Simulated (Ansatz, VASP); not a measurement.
## Two plane-wave programs on KCdCO3F

INCAR

```
PREC     = Accurate       # precision mode
ENCUT    = 600            # plane-wave cutoff, eV
EDIFF    = 1E-6           # SCF threshold, eV
ISMEAR   = 0              # smearing method
SIGMA    = 0.1            # smearing width, eV
LREAL    = False          # projectors in reciprocal space
LASPH    = True           # aspherical terms in the spheres
NELM     = 100            # most SCF steps
ALGO     = Normal         # electronic algorithm
ISIF     = 3              # what is computed and relaxed
LWAVE    = False          # write WAVECAR
LCHARG   = False          # write CHGCAR
GGA      = PE             # functional
IBRION   = 2              # ionic algorithm
NSW      = 100            # ionic steps
EDIFFG   = -0.05          # ionic threshold
```

Contents of KPOINTS:

```
Automatic mesh
0
Gamma
  6 6 4
```

File POSCAR:

```
KCdCO3F
1.0
    5.1324000000      0.0000000000      0.0000000000
   -2.5662000000      4.4447887824      0.0000000000
    0.0000000000      0.0000000000      4.4324000000
K Cd C O F
1 1 1 3 1
Direct
    0.0000000000      0.0000000000      0.0000000000
    0.6666666667      0.3333333333      0.5000000000
    0.3333333333      0.6666666667      0.5000000000
    0.1925000000      0.3850000000      0.5000000000
    0.1925000000      0.8075000000      0.5000000000
    0.6150000000      0.8075000000      0.5000000000
    0.6666666667      0.3333333333      0.0000000000
```

Input for Ansatz:

```yaml
crystal:
  lattice:
    - [5.1324, 0.0, 0.0]
    - [-2.5662, 4.4447887824, 0.0]
    - [0.0, 0.0, 4.4324]
  atoms:
    - { symbol: K, position: [0.0, 0.0, 0.0] }
    - { symbol: Cd, position: [0.6666666667, 0.3333333333, 0.5] }
    - { symbol: C, position: [0.3333333333, 0.6666666667, 0.5] }
    - { symbol: O, position: [0.1925, 0.385, 0.5] }
    - { symbol: O, position: [0.1925, 0.8075, 0.5] }
    - { symbol: O, position: [0.615, 0.8075, 0.5] }
    - { symbol: F, position: [0.6666666667, 0.3333333333, 0.0] }
basis:
  ecutwfc: 420
kpoints:
  mp_grid: { grid: [6, 6, 4] }
hamiltonian:
  xc: pbe
scf:
  occupations: { method: gaussian, width: 0.1 }
output:
  forces: true
  stress: true
  eigenvalues: true
relax:
  adjacent_minimum: "off"
  f_tol: 0.05
  max_steps: 80
  cell: { stress_tol: 0.5 }
```

Alike in both runs: task relaxation of cell and atoms; functional PBE; k mesh 6 × 6 × 4; occupations gaussian, width 0.1 eV; no spin polarisation.

|  | VASP | Ansatz |
| --- | --- | --- |
| version | VASP 6.6.1 | Ansatz 0.2.0 |
| potentials or method | VASP PAW PBE potentials, release 64 (K_sv, Cd, C, O, F), cutoff 600 eV | scalar-relativistic, plane waves, PAW |
| valence electrons in the cell | 50 | 58 |

Ansatz gave:

* gap on the k mesh at the Fermi level, each at its own relaxed structure (eV): 1.78
* relaxed volume (Å³/atom): 14.61
* relaxed cell length with the largest relative difference (Å): 4.482

Question: What did VASP give for the same quantities?

Answer: gap on the k mesh at the Fermi level, each at its own relaxed structure (eV): 1.73; relaxed volume (Å³/atom): 14.71; relaxed cell length with the largest relative difference (Å): 4.501.

VASP's potentials hold 50 valence electrons a cell and Ansatz's 58, so a difference there can come from the potentials and not from the codes.

Noted on VASP's run: the standard files for N, O and F lose accuracy on very short bonds.
